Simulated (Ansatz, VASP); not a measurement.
# Rb4O in VASP and in Ansatz

INCAR

```
SYSTEM = Rb4O
PREC     = Accurate       ! precision mode
ENCUT    = 520            ! plane-wave cutoff, eV
EDIFF    = 1E-7           ! SCF threshold, eV
ISMEAR   = 0              ! smearing method
SIGMA    = 0.1            ! smearing width, eV
LREAL    = .False.        ! projectors in reciprocal space
LASPH    = .True.         ! aspherical terms in the spheres
NELM     = 150            ! most SCF steps
ALGO     = Normal         ! electronic algorithm
ISIF     = 2              ! what is computed and relaxed
LWAVE    = .False.        ! write WAVECAR
LCHARG   = .True.         ! write CHGCAR
ISPIN    = 2              ! spin polarisation
MAGMOM   = 0 0 0 0 1      ! initial moments
LORBIT   = 11             ! projections on sites
GGA      = PE             ! functional
LELF     = .True.         ! ELF
LVHAR    = .True.       
NBANDS   = 33             ! bands
```

The input KPOINTS:

```
regular mesh
0
Gamma
  4 4 4
  0 0 0
```

POSCAR

```
Rb4O
1.0
   -4.3429241490      4.3429241490      4.3429241490
    4.3429241490     -4.3429241490      4.3429241490
    4.3429241490      4.3429241490     -4.3429241490
Rb O
4 1
Direct
    0.0000000000      0.6616322812      0.0000000000
    0.3383677188      0.3383677188      0.3383677188
    0.0000000000      0.0000000000      0.6616322812
    0.6616322812      0.0000000000      0.0000000000
    0.0000000000      0.0000000000      0.0000000000
```

Input for Ansatz:

```yaml
crystal:
  lattice:
    - [-4.342924149, 4.342924149, 4.342924149]
    - [4.342924149, -4.342924149, 4.342924149]
    - [4.342924149, 4.342924149, -4.342924149]
  atoms:
    - { symbol: Rb, position: [0.0, 0.6616322812, 0.0] }
    - { symbol: Rb, position: [0.3383677188, 0.3383677188, 0.3383677188] }
    - { symbol: Rb, position: [0.0, 0.0, 0.6616322812] }
    - { symbol: Rb, position: [0.6616322812, 0.0, 0.0] }
    - { symbol: O, position: [0.0, 0.0, 0.0], spin: 1.0 }
basis:
  ecutwfc: 420
kpoints:
  mp_grid: { grid: [4, 4, 4] }
hamiltonian:
  xc: pbe
scf:
  occupations: { method: gaussian, width: 0.1 }
  lower_state_search: "off"
output:
  forces: true
  stress: true
  eigenvalues: true
  populations: true
magnetization:
  spin_polarized: true
```

Change from the starting cell: species swapped into the GeF4 type (I-43m, No. 217).

Alike in both runs: task single point; functional PBE; k mesh 4 × 4 × 4; occupations gaussian, width 0.1 eV; collinear spin.

```csv
,VASP,Ansatz
version,VASP 6.6.1,Ansatz 0.2.0
potentials or method,"VASP PAW PBE potentials, release 64 (Rb_sv, O), cutoff 520 eV","scalar-relativistic, plane waves, PAW"
valence electrons in the cell,42,42
```

Ansatz gave:

| Quantity | Value |
| --- | --- |
| gap on the k mesh at the Fermi level (eV) | none |
| pressure (GPa) | 0.2 |
| rms of the force components (eV/Å) | 0.018 |
| net moment per atom (μB) | 0.00 |

**Question.** What did VASP give for the same quantities?

**Answer.** gap on the k mesh at the Fermi level (eV): none; pressure (GPa): 0.2; rms of the force components (eV/Å): 0.032; net moment per atom (μB): 0.00.

Atom by atom the forces differ by 0.014 eV/Å (rms over components). A gap of «none» marks a metal or a gap that the smearing closes. With one functional, cell and mesh, what is left measures potentials, basis and numerics. Ansatz's warnings: seeded moment not kept.
